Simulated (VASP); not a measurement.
The system is Li3Ta2O.

```
Li Ta O
1.0
     4.39339    0.00000    0.00000
     0.00000    4.39339    0.00000
     0.00000    0.00000    4.67861
Li Ta O
3 2 1
Direct
  0.00000 0.00000 0.26199
  0.00000 0.00000 0.73801
  0.50000 0.50000 0.50000
  0.50000 0.00000 0.00000
  0.00000 0.50000 0.00000
  0.50000 0.50000 0.00000
```

The cell was generated, and may not be a known phase.

```yaml
Program: VASP 6.6.1
Task: relaxation of cell and atoms
Functional: PBE
Potentials_or_basis: VASP PAW PBE potentials, release 64 (Li_sv, Ta_sv_GW, O)
Cutoff: 880 eV
k_mesh: 4 × 4 × 4
Occupations: gaussian, width 0.1 eV
Spin: no spin polarisation
```

At the start: pressure -1.4 GPa; volume 15.05 Å³/atom.

**Question.** How do energy, volume and symmetry change on relaxing?

**Answer.** Over 11 steps the energy falls by 185.6 meV/atom and the volume is 17.38 Å³/atom (+15.5 %); space group P4/mmm (No. 123, to 0.1 Å) before and after.

Step by step:
```tsv
step	energy change (eV)	largest force (eV/Å)	pressure (GPa)	volume (Å³)
1	0.0000	1.7612	-1.39	90.31
2	-0.3431	1.2642	0.55	88.58
3	-0.6481	0.1924	5.46	85.29
4	-0.8152	0.7503	-0.72	92.46
5	-0.8151	0.7646	-1.04	92.57
6	-0.9827	0.7000	0.10	96.18
7	-1.0303	0.6845	1.50	99.43
8	-1.0882	0.4002	-1.18	104.07
9	-1.0894	0.3626	-1.57	104.78
10	-1.1095	0.0917	1.00	104.07
11	-1.1137	0.0328	0.25	104.28
```

Final structure:
```
CELL_PARAMETERS angstrom
4.12048 0.00000 0.00000
0.00000 4.12048 0.00000
0.00000 0.00000 6.14180
ATOMIC_POSITIONS crystal
Li 0.00000 0.00000 0.31442
Li 0.00000 0.00000 0.68558
Li 0.50000 0.50000 0.50000
Ta 0.50000 0.00000 0.00000
Ta 0.00000 0.50000 0.00000
O 0.50000 0.50000 0.00000
```

Caveat: the volume moved by over 15 % at a fixed basis, so the end points are rough.
